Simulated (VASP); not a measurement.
Input of a VASP 6.6.1 run:

The input INCAR:

```
SYSTEM = ZnS
ALGO = Normal
EDIFF = 1E-8
ENCUT = 600
GGA = PS
IBRION = 6
ISIF = 3
ISMEAR = 0
LASPH = .True.
LCHARG = .False.
LREAL = .False.
LWAVE = .False.
NBANDS = 16
NELM = 100
NFREE = 2
NSW = 1
POTIM = 0.015
PREC = Accurate
SIGMA = 0.01
```

Contents of KPOINTS:

```
k-points
0
Gamma
  8 8 8
  0 0 0
```

File POSCAR:

```
ZnS
1.0
    0.0000000000      2.6565693268      2.6565693268
    2.6565693268      0.0000000000      2.6565693268
    2.6565693268      2.6565693268      0.0000000000
Zn S
1 1
Direct
    0.7500000000      0.7500000000      0.7500000000
    0.0000000000      0.0000000000      0.0000000000
```

Potentials or basis: VASP PAW PBE potentials, release 64 (Zn, S).

Launch:

```bash
$ cat potpaw_PBE.64/Zn/POTCAR potpaw_PBE.64/S/POTCAR > POTCAR
$ mpirun -np 1 vasp_std > vasp.out
```

(1) Predict the elastic constants C11, C12, C44.

(2) What does it give for the Voigt bulk modulus?

(3) What does it give for the highest phonon frequency at Γ, LO-TO splitting left out?

Answers

(1) 114, 73, 48 GPa.

(2) 86 GPa.

(3) 291 cm⁻¹.

Caveat: the cell is under stress, which shifts elastic constants; the PAW data sets were made with another functional, which shifts forces and pressure a little.
